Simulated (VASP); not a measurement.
Wanted: the native input for a VASP 6.6.1 run.

```yaml
Task: single point
Functional: r2SCAN
Potentials_or_basis: VASP PAW PBE potentials, release 64 (As, S)
Cutoff: 520 eV
k_mesh: 4 × 4 × 4
Occupations: gaussian, width 0.1 eV
Spin: no spin polarisation
Dipole_correction: no
Further_INCAR_settings: ALGO = Normal; EDIFF = 1e-06; NBANDS = 26
```

The system is AsS2.

```
As S
1.0
     0.00000    3.77373    3.77373
     3.77373    0.00000    3.77373
     3.77373    3.77373    0.00000
As S
2 4
Direct
  0.00000 0.00000 0.00000
  0.25000 0.25000 0.25000
  0.62500 0.62500 0.62500
  0.12500 0.62500 0.62500
  0.62500 0.62500 0.12500
  0.62500 0.12500 0.62500
```

One way to write it, as run:

POSCAR

```
AsS2
1.0
    0.0000000000      3.7737324114      3.7737324114
    3.7737324114      0.0000000000      3.7737324114
    3.7737324114      3.7737324114      0.0000000000
As S
2 4
Direct
    0.0000000000      0.0000000000      0.0000000000
    0.2500000000      0.2500000000      0.2500000000
    0.6250000000      0.6250000000      0.6250000000
    0.1250000000      0.6250000000      0.6250000000
    0.6250000000      0.6250000000      0.1250000000
    0.6250000000      0.1250000000      0.6250000000
```

INCAR.step1

```
  PREC = Accurate
  ENCUT = 520
  ISMEAR = 0
  SIGMA = 0.1
  LREAL = F
  LASPH = T
  NELM = 60
  NBANDS = 26
  GGA = PE
  ALGO = Normal
  EDIFF = 1E-4
  LWAVE = T
  LCHARG = F
```

INCAR.step2

```
  PREC = Accurate
  ENCUT = 520
  EDIFF = 1E-6
  ISMEAR = 0
  SIGMA = 0.1
  LREAL = F
  LASPH = T
  NELM = 60
  ALGO = Normal
  ISIF = 2
  LWAVE = F
  LCHARG = F
  METAGGA = R2SCAN
  LMIXTAU = T
  NBANDS = 26
  ISTART = 1
```

KPOINTS

```
Automatic mesh
0
Gamma
  4 4 4
```

Potentials or basis: VASP PAW PBE potentials, release 64 (As, S).

Launch:

```bash
$ cat potpaw_PBE.64/As/POTCAR potpaw_PBE.64/S/POTCAR > POTCAR
$ cp INCAR.step1 INCAR
$ mpirun -np 1 vasp_std > vasp.out
$ cp INCAR.step2 INCAR
$ mpirun -np 1 vasp_std > vasp.out
```

It gave:

* Pressure: 0.0 GPa
* Band gap on the k mesh: zero (bands 17 and 18 overlap by 1.63 eV)

Caveat: the k points lie up to 0.36 Å⁻¹ apart, too coarse for converged energies and pressures of a metal; the PAW data sets were made with another functional, which shifts forces and pressure a little.

Wall time 3.2 min on 1 thread of Intel Xeon 8259CL (shared host), peak memory 0.26 GiB.
